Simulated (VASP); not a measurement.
A run of VASP 6.6.1:

INCAR

```
PREC = Accurate
ENCUT = 600
EDIFF = 1E-7
ISMEAR = 0
SIGMA = 0.01
LREAL = False
LASPH = True
NELM = 120
ALGO = Normal
ISIF = 3
LWAVE = False
LCHARG = False
GGA = PE
IVDW = 12
IBRION = 2
NSW = 80
EDIFFG = -0.05
GGA_COMPAT = False
NELMIN = 4
```

Contents of KPOINTS:

```
Automatic mesh
0
Gamma
  8 8 8
```

Contents of POSCAR:

```
KF
1.0
    0.0000000000      2.6718500000      2.6718500000
    2.6718500000      0.0000000000      2.6718500000
    2.6718500000      2.6718500000      0.0000000000
K F
1 1
Direct
    0.0000000000      0.0000000000      0.0000000000
    0.5000000000      0.5000000000      0.5000000000
```

Potentials or basis: VASP PAW PBE potentials, release 64 (K_sv, F).

The run is started by

```console
$ cat potpaw_PBE.64/K_sv/POTCAR potpaw_PBE.64/F/POTCAR > POTCAR
$ mpirun -np 1 vasp_std > vasp.out
```

Hardware: 1 thread of AMD EPYC 7R43 64-Core Processor (Zen 3), with other jobs on the host.

Estimate the wall time of this run.

It took 27 s on 1 thread of AMD EPYC 7R43 64-Core Processor (Zen 3) (shared host), peak memory 0.15 GiB. Counts: scf iterations 14, k points 29, ion steps 1.
